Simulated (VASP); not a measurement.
The system is Cr.

```
Cr
1.0
     0.00000    2.52977    2.52977
     2.52977    0.00000    2.52977
     2.52977    2.52977    0.00000
Cr
2
Direct
  0.12500 0.12500 0.12500
  0.87500 0.87500 0.87500
```

This isn't the form of Cr at room conditions, which is bcc.

| Item | Value |
| --- | --- |
| Program | VASP 6.6.1 |
| Task | relaxation of cell and atoms |
| Functional | PBEsol |
| Potentials or basis | VASP PAW PBE potentials, release 64 (Cr_pv) |
| Cutoff | 600 eV |
| k mesh | 11 × 11 × 11 |
| Occupations | fermi-dirac, width 0.05 eV |
| Spin | collinear spin, antiferromagnetic start |
| Starting moments | [1.5, -1.5] μB |

At the start: pressure 5.5 GPa; volume 16.19 Å³/atom.

Where does the relaxation end?

Over 3 steps the energy falls by 22.9 meV/atom and the volume is 17.66 Å³/atom (+9.1 %); space group Fd-3m (No. 227, to 0.1 Å) before and after; moment 0.00 μB per cell.

Step by step:
| step | energy change (eV) | largest force (eV/Å) | pressure (GPa) | volume (Å³) |
| --- | --- | --- | --- | --- |
| 1 | 0.0000 | 0.0000 | 5.50 | 32.38 |
| 2 | -0.0455 | 0.0000 | 0.36 | 35.06 |
| 3 | -0.0458 | 0.0000 | -0.01 | 35.32 |

Final structure:
```cif
data_structure
_symmetry_space_group_name_H-M 'P 1'
_symmetry_Int_Tables_number 1
_cell_length_a 3.6827
_cell_length_b 3.6827
_cell_length_c 3.6827
_cell_angle_alpha 60.000
_cell_angle_beta 60.000
_cell_angle_gamma 60.000
_cell_volume 35.32
loop_
_atom_site_label
_atom_site_type_symbol
_atom_site_fract_x
_atom_site_fract_y
_atom_site_fract_z
_atom_site_occupancy
Cr1 Cr 0.12500 0.12500 0.12500 1
Cr2 Cr 0.87500 0.87500 0.87500 1
```

Caveat: the antiferromagnetic order is the one typed at the start, and another may lie lower; the PAW data sets were made with another functional, which shifts forces and pressure a little.
